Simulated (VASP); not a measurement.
Input of a VASP 6.6.1 run:

The input INCAR:

```
PREC     = Accurate       # precision mode
ENCUT    = 520            # plane-wave cutoff, eV
EDIFF    = 1E-6           # SCF threshold, eV
ISMEAR   = 0              # smearing method
SIGMA    = 0.01           # smearing width, eV
LREAL    = Auto         
LASPH    = T              # aspherical terms in the spheres
NELM     = 150            # most SCF steps
ALGO     = Normal         # electronic algorithm
ISIF     = 2              # what is computed and relaxed
LWAVE    = F              # write WAVECAR
LCHARG   = F              # write CHGCAR
ISPIN    = 2              # spin polarisation
MAGMOM   = 0.25 0 0 0 0.25 0.25 0.25 0 0 0 0 0 0 0 0 # initial moments
LORBIT   = 11             # projections on sites
GGA      = PE             # functional
NELECT   = 57.0         
NBANDS   = 46             # bands
```

KPOINTS

```
regular mesh
0
Gamma
  2 2 2
```

File POSCAR:

```
Al8N7
1.0
    0.0000000000      4.4031742015     -4.4031742015
    4.4031742015      4.4031742015      0.0000000000
    4.4031742015      0.0000000000     -4.4031742015
Al N
8 7
Direct
   -0.0102126846     -0.0102126846      0.5306380538
   -0.0055401994      0.5018467331      0.5018467331
    0.5018467331     -0.0055401994      0.5018467331
    0.5018467331      0.5018467331      0.5018467331
   -0.0102126846     -0.0102126846      0.9897873154
   -0.0102126846      0.5306380538      0.9897873154
    0.5306380538     -0.0102126846      0.9897873154
    0.5018467331      0.5018467331      0.9944598006
    0.1267144866      0.6232855134      0.1267144866
    0.6232855134      0.1267144866      0.1267144866
    0.6232855134      0.6232855134      0.1267144866
    0.1267144866      0.1267144866      0.6232855134
    0.1267144866      0.6232855134      0.6232855134
    0.6232855134      0.1267144866      0.6232855134
    0.6250000000      0.6250000000      0.6250000000
```

Potentials or basis: VASP PAW PBE potentials, release 64 (Al, N).

Run with:

```sh
$ cat potpaw_PBE.64/Al/POTCAR potpaw_PBE.64/N/POTCAR > POTCAR
$ mpirun -np 1 vasp_std > vasp.out
```

Question: Predict the net moment.

Answer: 0.25 μB per cell.

Question: What does it give for the largest force?

Answer: 0.013 eV/Å.

Forces in eV/Å, atoms in the order of the input:
```
Al   0.002 -0.002 -0.002
Al  -0.007  0.007 -0.007
Al   0.007  0.007  0.007
Al  -0.007 -0.007  0.007
Al  -0.002 -0.002  0.002
Al   0.002  0.002  0.002
Al  -0.002  0.002 -0.002
Al   0.007 -0.007 -0.007
N    0.000  0.000 -0.006
N    0.006  0.000  0.000
N    0.000 -0.006  0.000
N    0.000  0.006  0.000
N   -0.006  0.000  0.000
N    0.000  0.000  0.006
N    0.000  0.000  0.000
```

Caveat: the k points lie up to 0.62 Å⁻¹ apart; the cell carries a net charge on a neutralising background, which shifts energy and pressure.
